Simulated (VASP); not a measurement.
Write the native input for VASP 6.6.1 that does the following.

* Task: single point
* Functional: PBE
* Potentials or basis: VASP PAW PBE potentials, release 64 (Sn_d, Se)
* Cutoff: 500 eV
* k mesh: 11 × 11 × 11
* Occupations: fermi-dirac, width 0.05 eV
* Spin: no spin polarisation
* Dipole correction: no
* Further INCAR settings: ALGO = Normal; EDIFF = 1e-06; NBANDS = 17

The structure of SnSe (zincblende type) lies in POSCAR:

```
SnSe
1.0
    0.0000000000      2.7766551830      2.7766551830
    2.7766551830      0.0000000000      2.7766551830
    2.7766551830      2.7766551830      0.0000000000
Sn Se
1 1
Direct
    0.0000000000      0.0000000000      0.0000000000
    0.2500000000      0.2500000000      0.2500000000
```

This cell differs from its parent crystal: volume scaled by 0.55.

The input as run:

INCAR

```
SYSTEM = SnSe
PREC     = Accurate       ! precision mode
ENCUT    = 500            ! plane-wave cutoff, eV
EDIFF    = 1E-6           ! SCF threshold, eV
ISMEAR   = -1             ! smearing method
SIGMA    = 0.05           ! smearing width, eV
LREAL    = .FALSE.        ! projectors in reciprocal space
LASPH    = .TRUE.         ! aspherical terms in the spheres
NELM     = 120            ! most SCF steps
ALGO     = Normal         ! electronic algorithm
ISIF     = 2              ! what is computed and relaxed
LWAVE    = .FALSE.        ! write WAVECAR
LCHARG   = .FALSE.        ! write CHGCAR
GGA      = PE             ! functional
NBANDS   = 17             ! bands
GGA_COMPAT= .FALSE.
```

KPOINTS

```
regular mesh
0
G
  11 11 11
  0 0 0
```

Potentials or basis: VASP PAW PBE potentials, release 64 (Sn_d, Se).

Run with:

```console
$ cat potpaw_PBE.64/Sn_d/POTCAR potpaw_PBE.64/Se/POTCAR > POTCAR
$ mpirun -np 1 vasp_std > vasp.out
```

Results of the run:

* Pressure: 53.8 GPa
* Band gap on the k mesh: zero (band 10 reaches 10.06 eV, above the bottom of band 11 at 8.36 eV)

Caveat: spin-orbit coupling is left out, which moves the levels of the heavy elements.

It took 29 s on 1 thread of AMD EPYC 9R45 (Zen 5) (shared host), peak memory 0.16 GiB.
